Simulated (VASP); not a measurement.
The system is Hg.

```
Hg
1.0
     2.92083    0.00000    0.00000
     0.00000    2.92083    0.00000
     0.00000    0.00000    2.92083
Hg
1
Direct
  0.00000 0.00000 0.00000
```

* Program: VASP 6.6.1
* Task: relaxation of cell and atoms
* Functional: r2SCAN
* Potentials or basis: VASP PAW PBE potentials, release 64 (Hg)
* Cutoff: 600 eV
* k mesh: 11 × 11 × 11
* Occupations: fermi-dirac, width 0.1 eV
* Spin: no spin polarisation

At the start: pressure 4.3 GPa; volume 24.92 Å³/atom.

Q: How do energy, volume and symmetry change on relaxing?

A: Over 3 steps the energy falls by 31.3 meV/atom and the volume is 27.67 Å³/atom (+11.0 %); space group Pm-3m (No. 221, to 0.1 Å) before and after.

The path:
```tsv
step	energy change (eV)	largest force (eV/Å)	pressure (GPa)	volume (Å³)
1	0.0000	0.0000	4.32	24.92
2	-0.0312	0.0000	0.23	27.42
3	-0.0313	0.0000	-0.02	27.67
```

Final structure:
```
CELL_PARAMETERS angstrom
3.02451 0.00000 0.00000
0.00000 3.02451 0.00000
0.00000 0.00000 3.02451
ATOMIC_POSITIONS crystal
Hg 0.00000 0.00000 0.00000
```

Caveat: the PAW data sets were made with another functional, which shifts forces and pressure a little.
